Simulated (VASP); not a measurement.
# Al2Pt in VASP: a series of runs, part 2 of 2

VASP 6.6.1.

### 4 Single point, PBE

INCAR reads:

```
ALGO = Fast ; EDIFF = 1E-6
ENCUT = 520 ; GGA = PE
ISIF = 2 ; ISMEAR = 0
LASPH = T ; LCHARG = F
LREAL = F ; LWAVE = F
NBANDS = 15 ; NELM = 100
PREC = Accurate ; SIGMA = 0.1
```

KPOINTS reads:

```
k-points
0
Gamma
  11 11 11
```

POSCAR reads:

```
Al2Pt
1.0
    0.0000000000      2.9550000000      2.9550000000
    2.9550000000      0.0000000000      2.9550000000
    2.9550000000      2.9550000000      0.0000000000
Pt Al
1 2
Direct
    0.0117280000     -0.0150500000     -0.0056400000
    0.7540240000      0.7533590000      0.7435730000
    0.2510320000      0.2488130000      0.2564700000
```

Potentials or basis: VASP PAW PBE potentials, release 64 (Pt, Al).

Started as:

```sh
$ cat potpaw_PBE.64/Pt/POTCAR potpaw_PBE.64/Al/POTCAR > POTCAR
$ mpirun -np 1 vasp_std > vasp.out
```

OUTCAR:

```text
EDIFF = 1E-6
   ENCUT = 520
   GGA = PE
   ISIF = 2
   ISMEAR = 0
   LASPH = T
   LREAL = F
   NELM = 100
   PREC = Accurate

 ion  position               nearest neighbor table
   1  0.012  0.985  0.994-   3 2.51   3 2.52   2 2.53   2 2.53   2 2.56   3 2.60   3 2.61   2 2.62

   2  0.754  0.753  0.744-   1 2.53   1 2.53   1 2.56   1 2.62   3 2.93   3 2.93   3 2.93   3 2.98
                             3 2.98   3 2.98
   3  0.251  0.249  0.256-   1 2.51   1 2.52   1 2.60   1 2.61   2 2.93   2 2.93   2 2.93   2 2.98
                             2 2.98   2 2.98

  LATTYP: Found a face centered cubic cell.
 ALAT       =     5.9100000000

  Lattice vectors:

 A1 = (   0.0000000000,   2.9550000000,   2.9550000000)
 A2 = (   2.9550000000,   0.0000000000,   2.9550000000)
 A3 = (   2.9550000000,   2.9550000000,   0.0000000000)

Analysis of symmetry for initial positions (statically):
=====================================================================
 Subroutine PRICEL returns:
 Original cell was already a primitive cell.

 Routine SETGRP: Setting up the symmetry group for a
 face centered cubic supercell.
[... 185 lines left out ...]
      7      10.8399      0.00000
      8      11.6635      0.00000
      9      11.7293      0.00000
     10      11.7408      0.00000
     11      13.3044      0.00000
     12      13.3195      0.00000
     13      13.3306      0.00000
     14      14.2223      0.00000
[... 401 lines left out ...]
      2       2.7480      2.00000
      3       2.8869      2.00000
      4       2.9142      2.00000
      5       4.1186      2.00000
      6       4.2349      2.00000
      7      10.6923      0.00000
      8      10.7191      0.00000
      9      10.8981      0.00000
     10      11.0396      0.00000
     11      13.2864      0.00000
     12      13.6142      0.00000
     13      14.2146      0.00000
     14      14.2949      0.00000
     15      14.5777      0.00000

 [... further k-points ...]

------------------------ aborting loop because EDIFF is reached ----------------------------------------

  FORCE on cell =-STRESS in cart. coord.  units (eV):
  Direction    XX          YY          ZZ          XY          YZ          ZX
  --------------------------------------------------------------------------------------
  -------------------------------------------------------------------------------------
  Total        0.8153610      0.8642493      0.8585597      0.1586854     -0.2070461     -0.1929196
  in kB       25.3138429     26.8316353     26.6549971      4.9265743     -6.4279904     -5.9894148
  external PRESSURE =      26.2668251 kB  Pullay stress =       0.0000000 kB

 VOLUME and BASIS-vectors are now :
 -----------------------------------------------------------------------------
  energy-cutoff  :      520.00
  volume of cell :       51.61
      direct lattice vectors                 reciprocal lattice vectors
     0.000000000  2.955000000  2.955000000    -0.169204738  0.169204738  0.169204738
     2.955000000  0.000000000  2.955000000     0.169204738 -0.169204738  0.169204738
     2.955000000  2.955000000  0.000000000     0.169204738  0.169204738 -0.169204738

 POSITION                                       TOTAL-FORCE (eV/Angst)
 -----------------------------------------------------------------------------------
      5.84886      2.97299      2.94518         0.553724     -0.077156      0.154916
      4.42343      4.42540      4.45432        -0.163581      0.146794     -0.166929
      1.49311      1.49967      1.47704        -0.390143     -0.069639      0.012013
 -----------------------------------------------------------------------------------
    total drift:                                0.000575     -0.000111      0.000179

  FREE ENERGIE OF THE ION-ELECTRON SYSTEM (eV)
  ---------------------------------------------------
  free  energy   TOTEN  =       -16.2231969734 eV

  energy  without entropy=      -16.2163922358  energy(sigma->0) =      -16.21979460
```

Run time: 7.7 min. Hardware: 1 thread of Intel Xeon 6975P-C (Granite Rapids), shared host; peak memory 0.6 GiB.

What came out:

```
Free energy            : -16.2232 eV
Pressure               : 2.6 GPa
Largest force          : 0.580 eV/Å
Band gap on the k mesh : zero (bands 8 and 9 overlap by 5.26 eV)
```

Forces on the atoms (eV/Å):
```
Pt   0.554 -0.077  0.155
Al  -0.164  0.147 -0.167
Al  -0.390 -0.070  0.012
```

Stress tensor (GPa, compression positive):
```
 2.53  0.49 -0.60
 0.49  2.68 -0.64
-0.60 -0.64  2.67
```

Caveat: spin-orbit coupling is left out, which moves the levels of the heavy elements.

### 5 Relaxation of the atoms, PBE

This run uses another cell than the first one, of 17.37 Å³/atom.

INCAR reads:

```
PREC = Accurate
ENCUT = 520
EDIFF = 1E-6
ISMEAR = -1
SIGMA = 0.05
LREAL = False
LASPH = True
NELM = 100
ALGO = Fast
ISIF = 2
LWAVE = False
LCHARG = False
GGA = PE
IBRION = 2
NSW = 60
EDIFFG = -0.01
```

KPOINTS reads:

```
regular mesh
0
Gamma
  7 7 7
```

POSCAR reads:

```
Al2Pt
1.0
    0.0000000000      2.9550000000      2.9845500000
    2.9550000000      0.0000000000      2.9845500000
    2.9550000000      2.9550000000      0.0000000000
Pt Al
1 2
Direct
    0.0000000000      0.0000000000      0.0000000000
    0.7500000000      0.7500000000      0.7500000000
    0.2500000000      0.2500000000      0.2500000000
```

Started as:

```sh
$ cat potpaw_PBE.64/Pt/POTCAR potpaw_PBE.64/Al/POTCAR > POTCAR
$ mpirun -np 1 vasp_std > vasp.out
```

Wall time 16 s (1 thread of AMD EPYC 9R45 (Zen 5), shared host); peak memory 0.16 GiB.

Results (log left out):

| Quantity | Value |
| --- | --- |
| Free energy | -16.2499 eV |
| Pressure after relaxing | 1.0 GPa |
| Band gap on the k mesh | zero (bands 8 and 9 overlap by 5.09 eV) |

Stress tensor (GPa, compression positive):
```
1.13 0.00 0.00
0.00 1.13 0.00
0.00 0.00 0.66
```

Final structure:
```cif
data_structure
_symmetry_space_group_name_H-M 'P 1'
_symmetry_Int_Tables_number 1
_cell_length_a 4.1999
_cell_length_b 4.1999
_cell_length_c 4.1790
_cell_angle_alpha 60.165
_cell_angle_beta 60.165
_cell_angle_gamma 59.670
_cell_volume 52.12
loop_
_atom_site_label
_atom_site_type_symbol
_atom_site_fract_x
_atom_site_fract_y
_atom_site_fract_z
_atom_site_occupancy
Pt1 Pt 0.00000 0.00000 0.00000 1
Al1 Al 0.75000 0.75000 0.75000 1
Al2 Al 0.25000 0.25000 0.25000 1
```

Levels at points of the mesh, in eV from the Fermi level:
| k point | band 4 | band 5 | band 6 | band 7 | band 8 | band 9 | band 10 | band 11 | band 12 |
| --- | --- | --- | --- | --- | --- | --- | --- | --- | --- |
| (0.00, 0.00, 0.00) | -4.98 | -3.67 | -3.63 | 2.90 | 3.78 | 3.85 | 3.85 | 5.32 | 5.33 |

Caveat: the relaxation stopped at its first step, so nothing moved; spin-orbit coupling is left out, which moves the levels of the heavy elements.

### 6 Relaxation of the atoms, PBE

This run uses another cell than the first one, of 17.55 Å³/atom.

INCAR reads:

```
PREC = Accurate ; ENCUT = 520
EDIFF = 1E-6 ; ISMEAR = -1
SIGMA = 0.05 ; LREAL = False
LASPH = True ; NELM = 80
ALGO = Normal ; ISIF = 2
LWAVE = False ; LCHARG = False
GGA = PE ; IBRION = 2
NSW = 60 ; EDIFFG = -0.01
```

KPOINTS reads:

```
Automatic mesh
0
Gamma
  7 7 7
```

POSCAR reads:

```
Al2Pt
1.0
    0.0000000000      2.9550000000      3.0141000000
    2.9550000000      0.0000000000      3.0141000000
    2.9550000000      2.9550000000      0.0000000000
Pt Al
1 2
Direct
    0.0000000000      0.0000000000      0.0000000000
    0.7500000000      0.7500000000      0.7500000000
    0.2500000000      0.2500000000      0.2500000000
```

Potentials or basis: VASP PAW PBE potentials, release 64 (Pt, Al).

Started as:

```sh
$ cat potpaw_PBE.64/Pt/POTCAR potpaw_PBE.64/Al/POTCAR > POTCAR
$ mpirun -np 1 vasp_std > vasp.out
```

Wall time 13 s (1 thread of AMD EPYC 9R45 (Zen 5), shared host); peak memory 0.16 GiB.

The run converged. Its results:

| Item | Value |
| --- | --- |
| Free energy | -16.2494 eV |
| Pressure after relaxing | -0.3 GPa |
| Band gap on the k mesh | zero (bands 8 and 9 overlap by 5.00 eV) |

Stress tensor (GPa, compression positive):
```
-0.01  0.00  0.00
 0.00 -0.01  0.00
 0.00  0.00 -1.00
```

Final structure:
```
Pt Al
1.0
     0.00000    2.95500    3.01410
     2.95500    0.00000    3.01410
     2.95500    2.95500    0.00000
Pt Al
1 2
Direct
  0.00000 0.00000 0.00000
  0.75000 0.75000 0.75000
  0.25000 0.25000 0.25000
```

Levels at points of the mesh, in eV from the Fermi level:
```csv
k point,band 5,band 6,band 7,band 8,band 9,band 10,band 11,band 12
"(0.00, 0.00, 0.00)",-3.65,-3.57,2.83,3.73,3.87,3.87,5.22,5.22
```

Caveat: the relaxation stopped at its first step, so nothing moved; spin-orbit coupling is left out, which moves the levels of the heavy elements.

### 7 The runs side by side

| task | cell | k mesh | smearing | gap on the mesh (eV) | pressure (GPa) | largest force (eV/Å) |
| --- | --- | --- | --- | --- | --- | --- |
| single point | a = 4.179 Å, angles 60.0°, 3 atoms, atomic positions A | 7 × 7 × 7 | gaussian 0.1 eV | none | 2.6 | 0.58 |
| single point | a = 4.179 Å, angles 60.0°, 3 atoms, atomic positions A | 9 × 9 × 9 | gaussian 0.1 eV | none | 2.5 | 0.59 |
| single point | a = 4.179 Å, angles 60.0°, 3 atoms, atomic positions A | 11 × 11 × 11 | gaussian 0.1 eV | none | 2.6 | 0.58 |
| relaxation of the atoms | atoms relaxed from a = 4.200, b = 4.200, c = 4.179 Å, angles 60.2, 60.2, 59.7°, 3 atoms, atomic positions B | 7 × 7 × 7 | fermi-dirac 0.05 eV | none | 1.0 | - |
| relaxation of the atoms | atoms relaxed from a = 4.221, b = 4.221, c = 4.179 Å, angles 60.3, 60.3, 59.3°, 3 atoms, atomic positions B | 7 × 7 × 7 | fermi-dirac 0.05 eV | none | -0.3 | - |

Alike in all rows: level PBE; potentials or basis VASP PAW PBE potentials, release 64 (Pt, Al); no spin polarisation; cutoff (eV) 520.

Caveats: spin-orbit coupling is left out, which moves the levels of the heavy elements; the relaxation stopped at its first step, so nothing moved (at least some runs).

Total energies depend on the potentials used, so only differences within one code and one set of settings carry meaning.
